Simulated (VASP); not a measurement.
# Ga2O3 (R-3c) in VASP: a series of runs

Ga2O3 is run at these levels: PBE; tasks: single point.

Everything below comes from runs of VASP 6.6.1. Logs are shortened: lines on timing, memory, paths and dates and some standing lists are left out, and cuts for length are marked.

## 1. The cell of the first run

It takes space group R-3c (No. 167, trigonal). The conventional cell has a = 5.310 Å, b = 5.310 Å, c = 13.283 Å, α = 90.00°, β = 90.00°, γ = 120.00°. Within 2.7 Å of Ga (site symmetry 3) lie 6 O at 2.02 to 2.14 Å. O (site symmetry 2) has 4 Ga at 2.02 to 2.14 Å within 2.7 Å.

## 2. Single point, PBE (strain +0.050 along x and y, -0.025 along z)

File INCAR:

```
SYSTEM = Ga2O3
ALGO = Normal ; EDIFF = 1E-7
ENCUT = 520 ; GGA = PE
ISIF = 2 ; ISMEAR = 0
LASPH = .TRUE. ; LCHARG = .TRUE.
LELF = .TRUE. ; LREAL = .FALSE.
LVHAR = .TRUE. ; LWAVE = .FALSE.
NBANDS = 55 ; NELM = 100
PREC = Accurate ; SIGMA = 0.05
```

File KPOINTS:

```
k-points
0
G
  6 6 6
  0 0 0
```

File POSCAR:

```
Ga2O3
1.0
    2.6551607838      1.5329577933      4.4275093335
   -2.6551607838      1.5329577933      4.4275093335
    0.0000000000     -3.0659155866      4.4275093334
Ga O
4 6
Direct
    0.3558687539      0.3558687539      0.3558687539
    0.1441312461      0.1441312461      0.1441312461
    0.6441312461      0.6441312461      0.6441312461
    0.8558687539      0.8558687539      0.8558687539
    0.5531733332      0.9468266668      0.2500000000
    0.2500000000      0.5531733332      0.9468266668
    0.9468266668      0.2500000000      0.5531733332
    0.4468266668      0.0531733332      0.7500000000
    0.7500000000      0.4468266668      0.0531733332
    0.0531733332      0.7500000000      0.4468266668
```

Potentials or basis: VASP PAW PBE potentials, release 64 (Ga_d, O).

Run with:

```sh
$ cat potpaw_PBE.64/Ga_d/POTCAR potpaw_PBE.64/O/POTCAR > POTCAR
$ mpirun -np 1 vasp_std > vasp.out
```

OUTCAR:

```text
SYSTEM = Ga2O3
   EDIFF = 1E-7
   ENCUT = 520
   GGA = PE
   ISIF = 2
   ISMEAR = 0
   LASPH = .TRUE.
   LREAL = .FALSE.
   NELM = 100
   PREC = Accurate

 ion  position               nearest neighbor table
   1  0.356  0.356  0.356-  10 2.02   8 2.02   9 2.02   6 2.14   5 2.14   7 2.14   2 2.81
   2  0.144  0.144  0.144-   9 2.02   8 2.02  10 2.02   7 2.14   5 2.14   6 2.14   1 2.81
   3  0.644  0.644  0.644-   7 2.02   5 2.02   6 2.02   9 2.14   8 2.14  10 2.14   4 2.81
   4  0.856  0.856  0.856-   6 2.02   5 2.02   7 2.02  10 2.14   8 2.14   9 2.14   3 2.81
   5  0.553  0.947  0.250-   3 2.02   4 2.02   1 2.14   2 2.14
   6  0.250  0.553  0.947-   4 2.02   3 2.02   1 2.14   2 2.14
   7  0.947  0.250  0.553-   3 2.02   4 2.02   2 2.14   1 2.14
   8  0.447  0.053  0.750-   1 2.02   2 2.02   3 2.14   4 2.14
   9  0.750  0.447  0.053-   2 2.02   1 2.02   3 2.14   4 2.14
  10  0.053  0.750  0.447-   1 2.02   2 2.02   4 2.14   3 2.14

  LATTYP: Found a trigonal (rhomboedric) cell.
 ALAT       =     5.3854133808
 COS(alpha) =     0.5138463446

  Lattice vectors:

 A1 = (   2.6551607838,   1.5329577933,   4.4275093335)
 A2 = (  -2.6551607838,   1.5329577933,   4.4275093335)
 A3 = (   0.0000000000,  -3.0659155866,   4.4275093334)

Analysis of symmetry for initial positions (statically):
=====================================================================
 Subroutine PRICEL returns:
 Original cell was already a primitive cell.

 Routine SETGRP: Setting up the symmetry group for a
 trigonal (rhombohedral) supercell.

 Subroutine GETGRP returns: Found 12 space group operations
 (whereof  6 operations were pure point group operations)
 out of a pool of 12 trial point group operations.

The static configuration has the point symmetry S_6 .
 The point group associated with its full space group is D_3d.

Analysis of symmetry for dynamics (positions and initial velocities):
=====================================================================
 Subroutine PRICEL returns:
 Original cell was already a primitive cell.

 Routine SETGRP: Setting up the symmetry group for a
 trigonal (rhombohedral) supercell.

 Subroutine GETGRP returns: Found 12 space group operations
 (whereof  6 operations were pure point group operations)
 out of a pool of 12 trial point group operations.

The dynamic configuration has the point symmetry S_6 .
 The point group associated with its full space group is D_3d.

 Subroutine INISYM returns: Found 12 space group operations
 (whereof  6 operations are pure point group operations),
 and found     1 'primitive' translations

----------------------------------------------------------------------------------------

                                     Primitive cell

  volume of cell :     108.1264

  direct lattice vectors                    reciprocal lattice vectors
     2.655160784  1.532957793  4.427509333     0.188312513  0.108722280  0.075286873
    -2.655160784  1.532957793  4.427509333    -0.188312513  0.108722280  0.075286873
     0.000000000 -3.065915587  4.427509333     0.000000000 -0.217444560  0.075286873

  length of vectors
     5.385413381  5.385413381  5.385413381     0.230109213  0.230109213  0.230109213

  position of ions in fractional coordinates (direct lattice)
     0.355868754  0.355868754  0.355868754
     0.144131246  0.144131246  0.144131246
     0.644131246  0.644131246  0.644131246
     0.855868754  0.855868754  0.855868754
     0.553173333  0.946826667  0.250000000
     0.250000000  0.553173333  0.946826667
     0.946826667  0.250000000  0.553173333
     0.446826667  0.053173333  0.750000000
     0.750000000  0.446826667  0.053173333
     0.053173333  0.750000000  0.446826667

  ion indices of the primitive-cell ions
   primitive index   ion index
                 1           1
                 2           2
                 3           3
                 4           4
                 5           5
                 6           6
                 7           7
                 8           8
                 9           9
                10          10

----------------------------------------------------------------------------------------

 KPOINTS: k-points

Automatic generation of k-mesh.
 Grid dimensions read from file:
 generate k-points for:    6    6    6

 Generating k-lattice:

  Cartesian coordinates                     Fractional coordinates (reciprocal lattice)
     0.031385419  0.018120380  0.012547812     0.166666667  0.000000000 -0.000000000
    -0.031385419  0.018120380  0.012547812     0.000000000  0.166666667 -0.000000000
     0.000000000 -0.036240760  0.012547812     0.000000000  0.000000000  0.166666667

  Length of vectors
     0.038351536  0.038351536  0.038351536

  Shift w.r.t. Gamma in fractional coordinates (k-lattice)
     0.000000000  0.000000000  0.000000000

 Subroutine IBZKPT returns following result:
 ===========================================

 Found     32 irreducible k-points:

 Following reciprocal coordinates:
            Coordinates               Weight
  0.000000  0.000000  0.000000      1.000000
  0.166667 -0.000000  0.000000      6.000000
  0.333333 -0.000000  0.000000      6.000000
  0.500000 -0.000000  0.000000      3.000000
  0.166667  0.166667  0.000000      6.000000
  0.333333  0.166667 -0.000000     12.000000
[... 16 lines left out ...]
  0.500000  0.500000  0.166667      6.000000
 -0.333333  0.500000  0.166667     12.000000
 [... further k-points ...]
   k-points           NKPTS =     32   k-points in BZ     NKDIM =     32   number of bands    NBANDS=     55
   number of dos      NEDOS =    301   number of ions     NIONS =     10
   total plane-waves  NPLWV =  64000
   dimension x,y,z NGX =    40 NGY =   40 NGZ =   40
   dimension x,y,z NGXF=    80 NGYF=   80 NGZF=   80
   ions per type =               4   6
   NGX,Y,Z   is equivalent  to a cutoff of  12.35, 12.35, 12.35 a.u.
   NGXF,Y,Z  is equivalent  to a cutoff of  24.70, 24.70, 24.70 a.u.
 SYSTEM =  Ga2O3
   PREC   = accura    normal or accurate (medium, high low for compatibility)
   ISTART =      0    job   : 0-new  1-cont  2-samecut
   ICHARG =      2    charge: 1-file 2-atom 10-const
   ISPIN  =      1    spin polarized calculation?
   LNONCOLLINEAR =      F non collinear calculations
   LSORBIT =      F    spin-orbit coupling
   LASPH  =      T    aspherical Exc in radial PAW
   ENCUT  =  520.0 eV  38.22 Ry    6.18 a.u.  10.01 10.01 10.01*2*pi/ulx,y,z
   NELM   =    100;   NELMIN=  2; NELMDL= -5     # of ELM steps
   EDIFF  = 0.1E-06   stopping-criterion for ELM
   LREAL  =      F    real-space projection
   EDIFFG = 0.1E-05   stopping-criterion for IOM
   NSW    =      0    number of steps for IOM
   IBRION =     -1    ionic relax: 0-MD 1-quasi-New 2-CG
   NFREE  =      0    steps in history (QN), initial steepest desc. (CG)
   ISIF   =      2    stress and relaxation
   ISYM   =      2    0-nonsym 1-usesym 2-fastsym
   POTIM  = 0.5000    time-step for ionic-motion
   TEBEG  =    0.0;   TEEND  =   0.0 temperature during run
   PSTRESS=    0.0 pullay stress
   NELECT =      88.0000    total number of electrons
   NUPDOWN=      -1.0000    fix difference up-down
   EMIN   =  10.00;   EMAX   =-10.00  energy-range for DOS
   EFERMI =   0.00;   METHOD = LEGACY
   ISMEAR =     0;   SIGMA  =   0.05  broadening in eV -4-tet -1-fermi 0-gaus
   EFERMI_NEDOS =   21; number of points for ismear=-14 and -15
   IALGO  =     38    algorithm
   IMIX   =      4    mixing-type and parameters
     AMIX     =   0.40;   BMIX     =  1.00
     AMIX_MAG =   1.60;   BMIX_MAG =  1.00
  volume/ion in A,a.u.               =      10.81        72.97
  Fermi-wavevector in a.u.,A,eV,Ry     =   1.528475  2.888400 31.786437  2.336237
  Thomas-Fermi vector in A             =   2.636229
   LORBIT       =      0    0 simple, 1 ext, 2 COOP (PROOUT), +10 PAW based schemes
   GGA     = PE    functional components
   LHFCALC =     F    Hartree Fock is set to
   AEXX    =    0.0000 exact exchange contribution
   IVDW    =     0    specifies the selected vdW correction
   LEPSILON=     F    determine dielectric tensor
   LRPA    =     F    only Hartree local field effects (RPA)
 non-spin polarized calculation
 Gauss-broadening in eV      SIGMA  =   0.05
  energy-cutoff  :      520.00
  volume of cell :      108.13
 maximum number of plane-waves:      2932
   NGX = 21   NGY = 21   NGZ = 21

 number of electron      88.0000009 magnetization

 Free energy of the ion-electron system (eV)
  ---------------------------------------------------
  ext. energy  EPLUGINS =         0.00000000
  ---------------------------------------------------
  free energy    TOTEN  =       -58.80956703 eV

  energy without entropy =      -58.80956703  energy(sigma->0) =      -58.80956703

 E-fermi :   3.7229     XC(G=0): -11.5792

 val. band max:        3.4999213722   @ k =  -0.1667   0.1667   0.0000
 cond. band min:       4.9533036145   @ k =   0.0000   0.0000   0.0000
 fundamental gap:      1.4533822424
 Fermi energy:         3.7229232820

 k-point     1 :       0.0000    0.0000    0.0000
  band No.  band energies     occupation
      1     -14.7378      2.00000
      2     -13.1257      2.00000
      3     -13.1257      2.00000
      4     -13.1235      2.00000
      5     -13.1235      2.00000
      6     -12.8994      2.00000
[... 47 lines left out ...]
     54      13.8152      0.00000
     55      14.9155      0.00000

 k-point     2 :       0.1667   -0.0000    0.0000
  band No.  band energies     occupation
      1     -14.6361      2.00000
      2     -13.2396      2.00000
      3     -13.1467      2.00000
      4     -13.1335      2.00000
      5     -13.1011      2.00000
      6     -12.9173      2.00000
[... 47 lines left out ...]
     54      14.2895      0.00000
     55      14.7585      0.00000

 k-point     3 :       0.3333   -0.0000    0.0000
  band No.  band energies     occupation
      1     -14.3521      2.00000
      2     -13.5410      2.00000
      3     -13.1696      2.00000
      4     -13.1623      2.00000
      5     -13.0661      2.00000
      6     -12.9630      2.00000
[... 1152 lines left out ...]
 k-point    23 :       0.5000    0.5000    0.1667
  band No.  band energies     occupation
      1     -14.0192      2.00000
      2     -13.5065      2.00000
      3     -13.3551      2.00000
      4     -13.1934      2.00000
      5     -13.1881      2.00000
      6     -13.0590      2.00000
[... 47 lines left out ...]
     54      14.6611      0.00000
     55      14.6913      0.00000

 k-point    24 :      -0.3333    0.5000    0.1667
  band No.  band energies     occupation
      1     -13.8831      2.00000
      2     -13.6170      2.00000
      3     -13.3931      2.00000
      4     -13.2920      2.00000
      5     -13.0963      2.00000
      6     -13.0425      2.00000
[... 47 lines left out ...]
     54      14.5224      0.00000
     55      14.7243      0.00000

 [... further k-points ...]

------------------------ aborting loop because EDIFF is reached ----------------------------------------

  FORCE on cell =-STRESS in cart. coord.  units (eV):
  Direction    XX          YY          ZZ          XY          YZ          ZX
  --------------------------------------------------------------------------------------
  -------------------------------------------------------------------------------------
  Total      -12.2648460    -12.2648460     -0.1996570      0.0000000     -0.0000000     -0.0000000
  in kB     -181.7359829   -181.7359829     -2.9584438      0.0000000     -0.0000000     -0.0000000
  external PRESSURE =    -122.1434699 kB  Pullay stress =       0.0000000 kB

 VOLUME and BASIS-vectors are now :
 -----------------------------------------------------------------------------
  energy-cutoff  :      520.00
  volume of cell :      108.13
      direct lattice vectors                 reciprocal lattice vectors
     2.655160784  1.532957793  4.427509333     0.188312513  0.108722280  0.075286873
    -2.655160784  1.532957793  4.427509333    -0.188312513  0.108722280  0.075286873
     0.000000000 -3.065915587  4.427509333     0.000000000 -0.217444560  0.075286873

 POSITION                                       TOTAL-FORCE (eV/Angst)
 -----------------------------------------------------------------------------------
      0.00000      0.00000      4.72684        -0.000000     -0.000000      0.293890
      0.00000      0.00000      1.91443        -0.000000     -0.000000     -0.293890
      0.00000      0.00000      8.55569        -0.000000     -0.000000     -0.293890
      0.00000      0.00000     11.36810        -0.000000     -0.000000      0.293890
     -1.04521      1.53296      7.74814        -0.043227     -0.000000     -0.000000
     -0.80497     -1.67166      7.74814         0.021614     -0.037436     -0.000000
      1.85019      0.13870      7.74814         0.021614      0.037436      0.000000
      1.04521     -1.53296      5.53439         0.043227     -0.000000     -0.000000
      0.80497      1.67166      5.53439        -0.021614      0.037436      0.000000
     -1.85019     -0.13870      5.53439        -0.021614     -0.037436     -0.000000
 -----------------------------------------------------------------------------------
    total drift:                               -0.000000      0.000000     -0.000000

  FREE ENERGIE OF THE ION-ELECTRON SYSTEM (eV)
  ---------------------------------------------------
  free  energy   TOTEN  =       -58.8095670286 eV

  energy  without entropy=      -58.8095670286  energy(sigma->0) =      -58.80956703
```

Run time: 6.4 min. Hardware: 1 thread of Intel Xeon 8259CL, shared host; peak memory 0.32 GiB.

Results:

- Free energy: -58.8096 eV
- Pressure: -12.2 GPa
- Largest force: 0.294 eV/Å
- Band gap on the k mesh: 1.45 eV, indirect (least direct gap 1.54 eV)

Forces on the atoms (eV/Å):
```
Ga   0.000  0.000  0.294
Ga   0.000  0.000 -0.294
Ga   0.000  0.000 -0.294
Ga   0.000  0.000  0.294
O   -0.043  0.000  0.000
O    0.022 -0.037  0.000
O    0.022  0.037  0.000
O    0.043  0.000  0.000
O   -0.022  0.037  0.000
O   -0.022 -0.037  0.000
```

Stress tensor (GPa, compression positive):
```
-18.17   0.00   0.00
  0.00 -18.17   0.00
  0.00   0.00  -0.30
```

Caveat: the cell differs from its parent crystal (strain +0.050 along x and y, -0.025 along z).

(Part 1 of 2 ends here.)
